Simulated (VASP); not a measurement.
# TiN (Fm-3m) in VASP: single point with LDA

Aim: the single point of TiN with LDA.

Program: VASP 6.6.1. These are calculated values, not measurements. Logs are shortened: lines on timing, memory, paths and dates and some standing lists are left out, and cuts for length are marked.

### 1 The cell of the first run

It takes space group Fm-3m (No. 225, cubic). Conventional cell: a = 4.238 Å, b = 4.238 Å, c = 4.238 Å, α = 90.00°, β = 90.00°, γ = 90.00°. Ti (site symmetry m-3m) has 6 N at 2.12 Å within 2.8 Å. N (site symmetry m-3m) has 6 Ti at 2.12 Å within 2.8 Å.

### 2 Single point, LDA

Input file INCAR:

```
  PREC = Accurate
  ENCUT = 1330
  EDIFF = 1E-6
  ISMEAR = 0
  SIGMA = 0.1
  LREAL = F
  LASPH = T
  NELM = 120
  ALGO = Normal
  ISIF = 2
  LWAVE = F
  LCHARG = F
  GGA = CA
  NBANDS = 16
  GGA_COMPAT = F
```

Input file KPOINTS:

```
regular mesh
0
Gamma
  8 8 8
```

Input file POSCAR:

```
TiN
1.0
    0.0000000000      2.1190000000      2.1190000000
    2.1190000000      0.0000000000      2.1190000000
    2.1190000000      2.1190000000      0.0000000000
Ti N
1 1
Direct
    0.0000000000      0.0000000000      0.0000000000
    0.5000000000      0.5000000000      0.5000000000
```

Potentials or basis: VASP PAW LDA potentials, release 64 (Ti_sv, N_h).

Started as:

```
$ cat potpaw_LDA.64/Ti_sv/POTCAR potpaw_LDA.64/N_h/POTCAR > POTCAR
$ mpirun -np 1 vasp_std > vasp.out
```

OUTCAR:

```text
PREC = Accurate
   ENCUT = 1330
   EDIFF = 1E-6
   ISMEAR = 0
   LREAL = F
   LASPH = T
   NELM = 120
   ISIF = 2
   GGA = CA

 ion  position               nearest neighbor table
   1  0.000  0.000  0.000-   2 2.12   2 2.12   2 2.12   2 2.12   2 2.12   2 2.12
   2  0.500  0.500  0.500-   1 2.12   1 2.12   1 2.12   1 2.12   1 2.12   1 2.12

  LATTYP: Found a face centered cubic cell.
 ALAT       =     4.2380000000

  Lattice vectors:

 A1 = (   0.0000000000,   2.1190000000,   2.1190000000)
 A2 = (   2.1190000000,   0.0000000000,   2.1190000000)
 A3 = (   2.1190000000,   2.1190000000,   0.0000000000)

Analysis of symmetry for initial positions (statically):
=====================================================================
 Subroutine PRICEL returns:
 Original cell was already a primitive cell.

 Routine SETGRP: Setting up the symmetry group for a
 face centered cubic supercell.

 Subroutine GETGRP returns: Found 48 space group operations
 (whereof 48 operations were pure point group operations)
 out of a pool of 48 trial point group operations.

The static configuration has the point symmetry O_h .

Analysis of symmetry for dynamics (positions and initial velocities):
=====================================================================
 Subroutine PRICEL returns:
 Original cell was already a primitive cell.

 Routine SETGRP: Setting up the symmetry group for a
 face centered cubic supercell.

 Subroutine GETGRP returns: Found 48 space group operations
 (whereof 48 operations were pure point group operations)
 out of a pool of 48 trial point group operations.

The dynamic configuration has the point symmetry O_h .

 Subroutine INISYM returns: Found 48 space group operations
 (whereof 48 operations are pure point group operations),
 and found     1 'primitive' translations

----------------------------------------------------------------------------------------

                                     Primitive cell

  volume of cell :      19.0293

  direct lattice vectors                    reciprocal lattice vectors
     0.000000000  2.119000000  2.119000000    -0.235960359  0.235960359  0.235960359
     2.119000000  0.000000000  2.119000000     0.235960359 -0.235960359  0.235960359
     2.119000000  2.119000000  0.000000000     0.235960359  0.235960359 -0.235960359

[... 80 lines left out ...]
   LASPH  =      T    aspherical Exc in radial PAW
   ENCUT  = 1330.0 eV  97.75 Ry    9.89 a.u.   8.91  8.91  8.91*2*pi/ulx,y,z
   NELM   =    120;   NELMIN=  2; NELMDL= -5     # of ELM steps
   EDIFF  = 0.1E-05   stopping-criterion for ELM
   LREAL  =      F    real-space projection
   EDIFFG = 0.1E-04   stopping-criterion for IOM
   NSW    =      0    number of steps for IOM
   IBRION =     -1    ionic relax: 0-MD 1-quasi-New 2-CG
   NFREE  =      0    steps in history (QN), initial steepest desc. (CG)
   ISIF   =      2    stress and relaxation
   ISYM   =      2    0-nonsym 1-usesym 2-fastsym
   POTIM  = 0.5000    time-step for ionic-motion
   TEBEG  =    0.0;   TEEND  =   0.0 temperature during run
   PSTRESS=    0.0 pullay stress
   NELECT =      17.0000    total number of electrons
   NUPDOWN=      -1.0000    fix difference up-down
   EMIN   =  10.00;   EMAX   =-10.00  energy-range for DOS
   EFERMI =   0.00;   METHOD = LEGACY
   ISMEAR =     0;   SIGMA  =   0.10  broadening in eV -4-tet -1-fermi 0-gaus
   EFERMI_NEDOS =   21; number of points for ismear=-14 and -15
   IALGO  =     38    algorithm
   IMIX   =      4    mixing-type and parameters
     AMIX     =   0.40;   BMIX     =  1.00
     AMIX_MAG =   1.60;   BMIX_MAG =  1.00
  volume/ion in A,a.u.               =       9.51        64.21
  Fermi-wavevector in a.u.,A,eV,Ry     =   1.576704  2.979539 33.824024  2.485996
  Thomas-Fermi vector in A             =   2.677497
   LORBIT       =      0    0 simple, 1 ext, 2 COOP (PROOUT), +10 PAW based schemes
   GGA     = CA    functional components
   LHFCALC =     F    Hartree Fock is set to
   AEXX    =    0.0000 exact exchange contribution
   IVDW    =     0    specifies the selected vdW correction
   LEPSILON=     F    determine dielectric tensor
   LRPA    =     F    only Hartree local field effects (RPA)
 non-spin polarized calculation
 Gauss-broadening in eV      SIGMA  =   0.10
  energy-cutoff  :     1330.00
  volume of cell :       19.03
 maximum number of plane-waves:      2120
   NGX = 17   NGY = 17   NGZ = 17

 number of electron      17.0000000 magnetization

 Free energy of the ion-electron system (eV)
  ---------------------------------------------------
  ext. energy  EPLUGINS =         0.00000000
  ---------------------------------------------------
  free energy    TOTEN  =       -21.63390961 eV

  energy without entropy =      -21.62540308  energy(sigma->0) =      -21.62965634

 E-fermi :  11.5924     XC(G=0): -13.4040

 val. band max:       11.5883591757   @ k =   0.3750   0.1250   0.0000
 cond. band min:      11.6155672875   @ k =  -0.3750   0.3750   0.1250
 fundamental gap:      0.0272081117
 Fermi energy:        11.5923640780

 k-point     1 :       0.0000    0.0000    0.0000
  band No.  band energies     occupation
      1     -45.5474      2.00000
      2     -21.9032      2.00000
      3     -21.9032      2.00000
      4     -21.9032      2.00000
      5      -5.2702      2.00000
      6       9.5738      2.00000
[... 433 lines left out ...]
      3     -22.1291      2.00000
      4     -22.0181      2.00000
      5      -3.0548      2.00000
      6       4.4696      2.00000
[... 8 lines left out ...]
     15      24.3974      0.00000
     16      25.2580      0.00000

 [... further k-points ...]

------------------------ aborting loop because EDIFF is reached ----------------------------------------

  FORCE on cell =-STRESS in cart. coord.  units (eV):
  Direction    XX          YY          ZZ          XY          YZ          ZX
  --------------------------------------------------------------------------------------
  -------------------------------------------------------------------------------------
  Total       -1.5015379     -1.5015379     -1.5015379      0.0000000      0.0000000      0.0000000
  in kB     -126.4223997   -126.4223997   -126.4223997      0.0000000      0.0000000      0.0000000
  external PRESSURE =    -126.4223997 kB  Pullay stress =       0.0000000 kB

 VOLUME and BASIS-vectors are now :
 -----------------------------------------------------------------------------
  energy-cutoff  :     1330.00
  volume of cell :       19.03
      direct lattice vectors                 reciprocal lattice vectors
     0.000000000  2.119000000  2.119000000    -0.235960359  0.235960359  0.235960359
     2.119000000  0.000000000  2.119000000     0.235960359 -0.235960359  0.235960359
     2.119000000  2.119000000  0.000000000     0.235960359  0.235960359 -0.235960359

 POSITION                                       TOTAL-FORCE (eV/Angst)
 -----------------------------------------------------------------------------------
      0.00000      0.00000      0.00000         0.000000      0.000000     -0.000000
      2.11900      2.11900      2.11900         0.000000      0.000000      0.000000
 -----------------------------------------------------------------------------------
    total drift:                                0.000000      0.000000      0.000000

  FREE ENERGIE OF THE ION-ELECTRON SYSTEM (eV)
  ---------------------------------------------------
  free  energy   TOTEN  =       -21.6339096134 eV

  energy  without entropy=      -21.6254030752  energy(sigma->0) =      -21.62965634
```

stdout:

```text
POSCAR found type information on POSCAR TiN
 POSCAR found :  2 types and       2 ions
 scaLAPACK will be used
 LDA part: xc-table for (Slater(with rela. corr.)+CA(PZ))
 , standard interpolation
 POSCAR, INCAR and KPOINTS ok, starting setup
 FFT: planning ... GRIDC
 FFT: planning ... GRID_SOFT
 FFT: planning ... GRID
 WAVECAR not read
 entering main loop
```

Run time: 35 s. Hardware: 1 thread of Intel Xeon Platinum 8259CL at 2.50GHz (Skylake/Cascade Lake), shared host; peak memory 0.2 GiB.

Results:

```yaml
Free_energy: -21.6339 eV
Pressure: -12.6 GPa
Band_gap_on_the_k_mesh: zero (an odd number of electrons rules out a gap without spin polarisation)
```

Caveat: the cell stands under tension.

The gap in the log of VASP goes by the Fermi energy; the results here count the filled bands.